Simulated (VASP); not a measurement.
# Pt (Im-3m) in VASP: notebook

Pt is run at these levels: PBEsol; tasks: single point, relaxation of cell and atoms.

Everything below comes from runs of VASP 6.6.1. Logs are shortened: lines on timing, memory, paths and dates and some standing lists are left out, and cuts for length are marked.

## 1. The cell of the first run

It takes space group Im-3m (No. 229, cubic). The conventional cell has a = 3.127 Å, b = 3.127 Å, c = 3.127 Å, α = 90.00°, β = 90.00°, γ = 90.00°. Pt (site symmetry m-3m) has 14 Pt at 2.71 to 3.13 Å within 3.6 Å.

This isn't the form of Pt at room conditions, which is fcc.

## 2. Single point, PBEsol

Input file INCAR:

```
  ALGO = Normal
  EDIFF = 1E-6
  ENCUT = 500
  GGA = PS
  GGA_COMPAT = False
  ISIF = 2
  ISMEAR = 0
  LASPH = True
  LCHARG = False
  LREAL = False
  LWAVE = False
  NBANDS = 11
  NELM = 120
  PREC = Accurate
  SIGMA = 0.1
```

Input file KPOINTS:

```
k-points
0
Gamma
  8 8 8
```

Input file POSCAR:

```
Pt
1.0
   -1.5634547133      1.5634547133      1.5634547133
    1.5634547133     -1.5634547133      1.5634547133
    1.5634547133      1.5634547133     -1.5634547133
Pt
1
Direct
    0.0000000000      0.0000000000      0.0000000000
```

Potentials or basis: VASP PAW PBE potentials, release 64 (Pt).

Started as:

```bash
$ cat potpaw_PBE.64/Pt/POTCAR > POTCAR
$ mpirun -np 1 vasp_std > vasp.out
```

OUTCAR:

```text
EDIFF = 1E-6
   ENCUT = 500
   GGA = PS
   ISIF = 2
   ISMEAR = 0
   LASPH = True
   LREAL = False
   NELM = 120
   PREC = Accurate

 ion  position               nearest neighbor table
   1  0.000  0.000  0.000-

  LATTYP: Found a body centered cubic cell.
 ALAT       =     3.1269094266

  Lattice vectors:

 A1 = (  -1.5634547133,   1.5634547133,   1.5634547133)
 A2 = (   1.5634547133,  -1.5634547133,   1.5634547133)
 A3 = (   1.5634547133,   1.5634547133,  -1.5634547133)

Analysis of symmetry for initial positions (statically):
=====================================================================
 Subroutine PRICEL returns:
 Original cell was already a primitive cell.

 Routine SETGRP: Setting up the symmetry group for a
 body centered cubic supercell.

 Subroutine GETGRP returns: Found 48 space group operations
 (whereof 48 operations were pure point group operations)
 out of a pool of 48 trial point group operations.

The static configuration has the point symmetry O_h .

Analysis of symmetry for dynamics (positions and initial velocities):
=====================================================================
 Subroutine PRICEL returns:
 Original cell was already a primitive cell.

 Routine SETGRP: Setting up the symmetry group for a
 body centered cubic supercell.

 Subroutine GETGRP returns: Found 48 space group operations
 (whereof 48 operations were pure point group operations)
 out of a pool of 48 trial point group operations.

The dynamic configuration has the point symmetry O_h .

 Subroutine INISYM returns: Found 48 space group operations
 (whereof 48 operations are pure point group operations),
 and found     1 'primitive' translations

----------------------------------------------------------------------------------------

                                     Primitive cell

  volume of cell :      15.2868

  direct lattice vectors                    reciprocal lattice vectors
    -1.563454713  1.563454713  1.563454713     0.000000000  0.319804594  0.319804594
     1.563454713 -1.563454713  1.563454713     0.319804594  0.000000000  0.319804594
     1.563454713  1.563454713 -1.563454713     0.319804594  0.319804594  0.000000000

  length of vectors
     2.707982999  2.707982999  2.707982999     0.452271994  0.452271994  0.452271994

  position of ions in fractional coordinates (direct lattice)
     0.000000000  0.000000000  0.000000000
[... 81 lines left out ...]
   NFREE  =      0    steps in history (QN), initial steepest desc. (CG)
   ISIF   =      2    stress and relaxation
   ISYM   =      2    0-nonsym 1-usesym 2-fastsym
   POTIM  = 0.5000    time-step for ionic-motion
   TEBEG  =    0.0;   TEEND  =   0.0 temperature during run
   PSTRESS=    0.0 pullay stress
   NELECT =      10.0000    total number of electrons
   NUPDOWN=      -1.0000    fix difference up-down
   EMIN   =  10.00;   EMAX   =-10.00  energy-range for DOS
   EFERMI =   0.00;   METHOD = LEGACY
   ISMEAR =     0;   SIGMA  =   0.10  broadening in eV -4-tet -1-fermi 0-gaus
   EFERMI_NEDOS =   21; number of points for ismear=-14 and -15
   IALGO  =     38    algorithm
   IMIX   =      4    mixing-type and parameters
     AMIX     =   0.40;   BMIX     =  1.00
     AMIX_MAG =   1.60;   BMIX_MAG =  1.00
  volume/ion in A,a.u.               =      15.29       103.16
  Fermi-wavevector in a.u.,A,eV,Ry     =   1.421138  2.685561 27.478771  2.019633
  Thomas-Fermi vector in A             =   2.541979
   LORBIT       =      0    0 simple, 1 ext, 2 COOP (PROOUT), +10 PAW based schemes
   GGA     = PS    functional components
   LHFCALC =     F    Hartree Fock is set to
   AEXX    =    0.0000 exact exchange contribution
   IVDW    =     0    specifies the selected vdW correction
   LEPSILON=     F    determine dielectric tensor
   LRPA    =     F    only Hartree local field effects (RPA)
 non-spin polarized calculation
 Gauss-broadening in eV      SIGMA  =   0.10
  energy-cutoff  :      500.00
  volume of cell :       15.29
 maximum number of plane-waves:       402
   NGX =  9   NGY =  9   NGZ =  9

 number of electron      10.0000000 magnetization

 number of electron       9.9999997 magnetization

 Free energy of the ion-electron system (eV)
  ---------------------------------------------------
  ext. energy  EPLUGINS =         0.00000000
  ---------------------------------------------------
  free energy    TOTEN  =        -6.78352956 eV

  energy without entropy =       -6.76753488  energy(sigma->0) =       -6.77553222

 E-fermi :  10.6813     XC(G=0): -13.5389

 val. band max:       10.6757390412   @ k =  -0.3750   0.3750   0.1250
 cond. band min:      10.6916622388   @ k =   0.2500   0.1250   0.0000
 fundamental gap:      0.0159231976
 Fermi energy:        10.6812871597

 k-point     1 :       0.0000    0.0000    0.0000
  band No.  band energies     occupation
      1       0.7054      2.00000
      2       6.9636      2.00000
      3       6.9636      2.00000
      4       6.9636      2.00000
      5       9.5977      2.00000
      6       9.5977      2.00000
      7      27.6876      0.00000
      8      27.6876      0.00000
      9      27.6876      0.00000
     10      38.1131      0.00000
     11      38.1131      0.00000
[... 309 lines left out ...]
 k-point    24 :      -0.3750    0.3750    0.2500
  band No.  band energies     occupation
      1       5.1881      2.00000
      2       5.7749      2.00000
      3       7.7255      2.00000
      4       8.4154      2.00000
      5      10.4267      1.99968
      6      12.3310      0.00000
      7      21.6212      0.00000
      8      24.4497      0.00000
      9      26.7274      0.00000
     10      29.8085      0.00000
     11      36.4949      0.00000

 [... further k-points ...]

------------------------ aborting loop because EDIFF is reached ----------------------------------------

  FORCE on cell =-STRESS in cart. coord.  units (eV):
  Direction    XX          YY          ZZ          XY          YZ          ZX
  --------------------------------------------------------------------------------------
  -------------------------------------------------------------------------------------
  Total       -0.0306424     -0.0306424     -0.0306424      0.0000000     -0.0000000      0.0000000
  in kB       -3.2115701     -3.2115701     -3.2115701      0.0000000     -0.0000000      0.0000000
  external PRESSURE =      -3.2115701 kB  Pullay stress =       0.0000000 kB

 VOLUME and BASIS-vectors are now :
 -----------------------------------------------------------------------------
  energy-cutoff  :      500.00
  volume of cell :       15.29
      direct lattice vectors                 reciprocal lattice vectors
    -1.563454713  1.563454713  1.563454713     0.000000000  0.319804594  0.319804594
     1.563454713 -1.563454713  1.563454713     0.319804594  0.000000000  0.319804594
     1.563454713  1.563454713 -1.563454713     0.319804594  0.319804594  0.000000000

 POSITION                                       TOTAL-FORCE (eV/Angst)
 -----------------------------------------------------------------------------------
      0.00000      0.00000      0.00000        -0.000000     -0.000000      0.000000
 -----------------------------------------------------------------------------------
    total drift:                               -0.000000     -0.000000      0.000000

  FREE ENERGIE OF THE ION-ELECTRON SYSTEM (eV)
  ---------------------------------------------------
  free  energy   TOTEN  =        -6.7835295571 eV

  energy  without entropy=       -6.7675348766  energy(sigma->0) =       -6.77553222
```

OSZICAR:

```text
N       E                     dE             d eps       ncg     rms          rms(c)
DAV:   1     0.374202035102E+02    0.37420E+02   -0.51623E+03   670   0.806E+02
DAV:   2    -0.656731698939E+01   -0.43988E+02   -0.41946E+02   731   0.171E+02
DAV:   3    -0.720898195825E+01   -0.64166E+00   -0.64047E+00   746   0.189E+01
DAV:   4    -0.721148283297E+01   -0.25009E-02   -0.25007E-02   725   0.143E+00
DAV:   5    -0.721150312733E+01   -0.20294E-04   -0.20295E-04   752   0.117E-01    0.126E+01
DAV:   6    -0.682900334646E+01    0.38250E+00   -0.85392E-01   674   0.727E+00    0.647E+00
DAV:   7    -0.678797946942E+01    0.41024E-01   -0.14762E-01   728   0.294E+00    0.255E+00
DAV:   8    -0.678577919863E+01    0.22003E-02   -0.26245E-02   686   0.140E+00    0.103E+00
DAV:   9    -0.678352170274E+01    0.22575E-02   -0.67464E-03   689   0.678E-01    0.233E-02
DAV:  10    -0.678352780260E+01   -0.60999E-05   -0.28620E-05   758   0.498E-02    0.140E-02
DAV:  11    -0.678352973561E+01   -0.19330E-05   -0.12655E-06   645   0.105E-02    0.601E-03
DAV:  12    -0.678352955710E+01    0.17852E-06   -0.25923E-07   388   0.440E-03
   1 F= -.67835296E+01 E0= -.67755322E+01  d E =-.159947E-01
```

Run time: 4.7 s. Hardware: 1 thread of AMD EPYC 7R43 (Zen 3), shared host; peak memory 0.09 GiB.

Results:

```
Free energy            : -6.7835 eV
Pressure               : -0.3 GPa
Band gap on the k mesh : zero (bands 5 and 6 overlap by 2.08 eV)
```

Caveat: the PAW data sets were made with another functional, which shifts forces and pressure a little; spin-orbit coupling is left out, which moves the levels of the heavy elements.

## 3. Single point, PBEsol

This run uses another cell than the first one, of 17.04 Å³/atom.

Input file INCAR:

```
ALGO = Normal ; EDIFF = 1E-6
ENCUT = 500 ; GGA = PS
GGA_COMPAT = F ; ISIF = 2
ISMEAR = 0 ; LASPH = T
LCHARG = F ; LREAL = F
LWAVE = F ; NBANDS = 11
NELM = 120 ; PREC = Accurate
SIGMA = 0.1
```

KPOINTS is that of step 2.

Input file POSCAR:

```
Pt
1.0
   -1.6210733939      1.6210733939      1.6210733939
    1.6210733939     -1.6210733939      1.6210733939
    1.6210733939      1.6210733939     -1.6210733939
Pt
1
Direct
    0.0000000000      0.0000000000      0.0000000000
```

Potentials or basis: VASP PAW PBE potentials, release 64 (Pt).

Started as:

```bash
$ cat potpaw_PBE.64/Pt/POTCAR > POTCAR
$ mpirun -np 1 vasp_std > vasp.out
```

Run time: 4.4 s. Hardware: 1 thread of AMD EPYC 7R43 (Zen 3), shared host; peak memory 0.09 GiB.

Results (log left out):

| Item | Value |
| --- | --- |
| Free energy | -6.6477 eV |
| Pressure | -22.2 GPa |
| Band gap on the k mesh | zero (bands 5 and 6 overlap by 1.70 eV) |

Levels at points of the mesh, in eV from the Fermi level:
```tsv
k point	band 3	band 4	band 5	band 6	band 7	band 8
(0.00, 0.00, 0.00)	-3.14	-3.14	-0.90	-0.90	17.01	17.01
(0.50, 0.00, 0.00)	-1.08	-0.63	0.38	0.87	5.61	13.12
(0.50, 0.50, 0.50)	0.41	0.41	0.41	7.38	7.38	7.38
```

Caveat: the cell stands under tension; the PAW data sets were made with another functional, which shifts forces and pressure a little; spin-orbit coupling is left out, which moves the levels of the heavy elements.

## 4. Relaxation of cell and atoms, PBEsol

This run uses another cell than the first one, of 17.04 Å³/atom.

Input file INCAR:

```
  ALGO = Normal
  EDIFF = 1E-7
  EDIFFG = -0.05
  ENCUT = 500
  GGA = PS
  GGA_COMPAT = False
  IBRION = 2
  ISIF = 3
  ISMEAR = 0
  LASPH = True
  LCHARG = False
  LREAL = False
  LWAVE = False
  NELM = 120
  NELMIN = 4
  NSW = 80
  PREC = Accurate
  SIGMA = 0.1
```

KPOINTS is that of step 3.

POSCAR is that of step 3.

Started as:

```bash
$ cat potpaw_PBE.64/Pt/POTCAR > POTCAR
$ mpirun -np 1 vasp_std > vasp.out
```

It took 14 s on 1 thread of AMD EPYC 7R43 (Zen 3), shared host; peak memory 0.1 GiB.

The run converged. Its results:

* Free energy: -6.7849 eV
* Relaxed volume: 15.27 Å³/atom
* Relaxed cell: a = 2.707 Å, b = 2.707 Å, c = 2.707 Å, α = 109.47°, β = 109.47°, γ = 109.47°
* Space group after relaxing (to 0.1 Å): Im-3m (No. 229)
* Pressure after relaxing: 0.0 GPa
* Band gap on the k mesh: zero (bands 5 and 6 overlap by 2.09 eV)

Final structure:
```
Pt
1.0
    -1.56274    1.56274    1.56274
     1.56274   -1.56274    1.56274
     1.56274    1.56274   -1.56274
Pt
1
Direct
  0.00000 0.00000 0.00000
```

Levels at points of the mesh, in eV from the Fermi level:
```tsv
k point	band 2	band 3	band 4	band 5	band 6	band 7	band 8	band 9
(0.00, 0.00, 0.00)	-3.73	-3.73	-3.73	-1.09	-1.09	17.01	17.01	17.01
(0.50, 0.00, 0.00)	-5.24	-1.27	-0.73	0.03	1.09	6.51	13.17	16.04
(0.50, 0.50, 0.50)	-6.48	0.53	0.53	0.53	7.62	7.62	7.62	13.17
```

Caveat: the PAW data sets were made with another functional, which shifts forces and pressure a little; spin-orbit coupling is left out, which moves the levels of the heavy elements.

## 5. Single point, PBEsol

This run uses another cell than the first one, of 15.20 Å³/atom.

Input file INCAR:

```
SYSTEM = Pt
ALGO     = Normal         ! electronic algorithm
EDIFF    = 1E-6           ! SCF threshold, eV
ENCUT    = 500            ! plane-wave cutoff, eV
GGA      = PS             ! functional
GGA_COMPAT= .False.      
ISIF     = 2              ! what is computed and relaxed
ISMEAR   = 0              ! smearing method
LASPH    = .True.         ! aspherical terms in the spheres
LCHARG   = .False.        ! write CHGCAR
LREAL    = .False.        ! projectors in reciprocal space
LWAVE    = .False.        ! write WAVECAR
NBANDS   = 11             ! bands
NELM     = 120            ! most SCF steps
PREC     = Accurate       ! precision mode
SIGMA    = 0.1            ! smearing width, eV
```

Input file KPOINTS:

```
k-points
0
Gamma
  18 18 18
  0 0 0
```

Input file POSCAR:

```
Pt
1.0
   -1.5604710405      1.5604710405      1.5604710405
    1.5604710405     -1.5604710405      1.5604710405
    1.5604710405      1.5604710405     -1.5604710405
Pt
1
Direct
    0.0000000000      0.0000000000      0.0000000000
```

Started as:

```bash
$ cat potpaw_PBE.64/Pt/POTCAR > POTCAR
$ mpirun -np 1 vasp_std > vasp.out
```

Run time: 21 s. Hardware: 1 thread of AMD EPYC 7R43 (Zen 3), shared host; peak memory 0.11 GiB.

Results (log left out):

| Property | Result |
| --- | --- |
| Free energy | -6.8583 eV |
| Pressure | -0.4 GPa |
| Band gap on the k mesh | zero (bands 5 and 6 overlap by 2.25 eV) |

Levels at points of the mesh, in eV from the Fermi level:
| k point | band 2 | band 3 | band 4 | band 5 | band 6 | band 7 | band 8 | band 9 |
| --- | --- | --- | --- | --- | --- | --- | --- | --- |
| (0.00, 0.00, 0.00) | -3.75 | -3.75 | -3.75 | -1.08 | -1.08 | 17.03 | 17.03 | 17.03 |
| (0.50, 0.00, 0.00) | -5.27 | -1.28 | -0.73 | 0.04 | 1.10 | 6.56 | 13.20 | 16.09 |
| (0.50, 0.50, 0.50) | -6.51 | 0.53 | 0.53 | 0.53 | 7.65 | 7.65 | 7.65 | 13.25 |

Caveat: the PAW data sets were made with another functional, which shifts forces and pressure a little; spin-orbit coupling is left out, which moves the levels of the heavy elements.

## 6. Relaxation of cell and atoms, PBEsol

Input file INCAR:

```
SYSTEM = Pt
ALGO     = Normal         ! electronic algorithm
EDIFF    = 1E-7           ! SCF threshold, eV
EDIFFG   = -0.01          ! ionic threshold
ENCUT    = 500            ! plane-wave cutoff, eV
GGA      = PS             ! functional
GGA_COMPAT= .False.      
IBRION   = 2              ! ionic algorithm
ISIF     = 3              ! what is computed and relaxed
ISMEAR   = 0              ! smearing method
LASPH    = .True.         ! aspherical terms in the spheres
LCHARG   = .False.        ! write CHGCAR
LREAL    = .False.        ! projectors in reciprocal space
LWAVE    = .False.        ! write WAVECAR
NELM     = 120            ! most SCF steps
NELMIN   = 4            
NSW      = 80             ! ionic steps
PREC     = Accurate       ! precision mode
SIGMA    = 0.1            ! smearing width, eV
```

KPOINTS is that of step 5.

Input file POSCAR:

```
Pt
1.0
   -1.5634547133      1.5634547133      1.5634547133
    1.5634547133     -1.5634547133      1.5634547133
    1.5634547133      1.5634547133     -1.5634547133
Pt
1
Direct
    0.0000000000      0.0000000000      0.0000000000
```

Potentials or basis: VASP PAW PBE potentials, release 64 (Pt).

Started as:

```bash
$ cat potpaw_PBE.64/Pt/POTCAR > POTCAR
$ mpirun -np 1 vasp_std > vasp.out
```

Wall time 34 s (1 thread of AMD EPYC 7R43 (Zen 3), shared host); peak memory 0.12 GiB.

It converged, with:

| Item | Value |
| --- | --- |
| Free energy | -6.8584 eV |
| Relaxed volume | 15.18 Å³/atom |
| Relaxed cell | a = 2.701 Å, b = 2.701 Å, c = 2.701 Å, α = 109.47°, β = 109.47°, γ = 109.47° |
| Space group after relaxing (to 0.1 Å) | Im-3m (No. 229) |
| Energy gained by relaxing | 0.7 meV/atom |
| Ionic steps | 3 |
| Pressure after relaxing | 0.0 GPa |
| Band gap on the k mesh | zero (bands 5 and 6 overlap by 2.25 eV) |

Step by step:
```
step  energy change (eV)  largest force (eV/Å)  pressure (GPa)  volume (Å³)
   1              0.0000                0.0000           -1.97        15.29
   2              0.0048                0.0000            5.91        14.87
   3             -0.0007                0.0000           -0.01        15.18
```

Final structure:
```cif
data_structure
_symmetry_space_group_name_H-M 'P 1'
_symmetry_Int_Tables_number 1
_cell_length_a 2.7015
_cell_length_b 2.7015
_cell_length_c 2.7015
_cell_angle_alpha 109.471
_cell_angle_beta 109.471
_cell_angle_gamma 109.471
_cell_volume 15.18
loop_
_atom_site_label
_atom_site_type_symbol
_atom_site_fract_x
_atom_site_fract_y
_atom_site_fract_z
_atom_site_occupancy
Pt1 Pt 0.00000 0.00000 0.00000 1
```

Levels at points of the mesh, in eV from the Fermi level:
```
           k point  band 1  band 2  band 3  band 4  band 5  band 6  band 7  band 8  band 9
(0.00, 0.00, 0.00)  -10.03   -3.76   -3.76   -3.76   -1.09   -1.09   17.03   17.03   17.03
(0.50, 0.00, 0.00)   -7.03   -5.28   -1.28   -0.73    0.03    1.10    6.57   13.20   16.11
(0.50, 0.50, 0.50)   -6.53   -6.53    0.53    0.53    0.53    7.66    7.66    7.66   13.27
```

Caveat: the PAW data sets were made with another functional, which shifts forces and pressure a little; spin-orbit coupling is left out, which moves the levels of the heavy elements.

## 7. The runs side by side

| task | cell | k mesh | gap on the mesh (eV) | pressure (GPa) | relaxed volume (Å³/atom) |
| --- | --- | --- | --- | --- | --- |
| single point | a = 2.708 Å, angles 109.5°, 1 atom | 8 × 8 × 8 | none | -0.3 | - |
| single point | a = 2.808 Å, angles 109.5°, 1 atom | 8 × 8 × 8 | none | -22.2 | - |
| relaxation of cell and atoms | relaxed from a = 2.808 Å, angles 109.5°, 1 atom | 8 × 8 × 8 | none | 0.0 | 15.27 |
| single point | a = 2.703 Å, angles 109.5°, 1 atom | 18 × 18 × 18 | none | -0.4 | - |
| relaxation of cell and atoms | relaxed from a = 2.708 Å, angles 109.5°, 1 atom | 18 × 18 × 18 | none | 0.0 | 15.18 |

Alike in all rows: level PBEsol; potentials or basis VASP PAW PBE potentials, release 64 (Pt); no spin polarisation; cutoff (eV) 500; smearing gaussian 0.1 eV.

Caveats: the PAW data sets were made with another functional, which shifts forces and pressure a little; spin-orbit coupling is left out, which moves the levels of the heavy elements; the cell stands under tension (at least some runs).

Total energies depend on the potentials used, so only differences within one code and one set of settings carry meaning.

The gap in the log of VASP goes by the Fermi energy; the results here count the filled bands.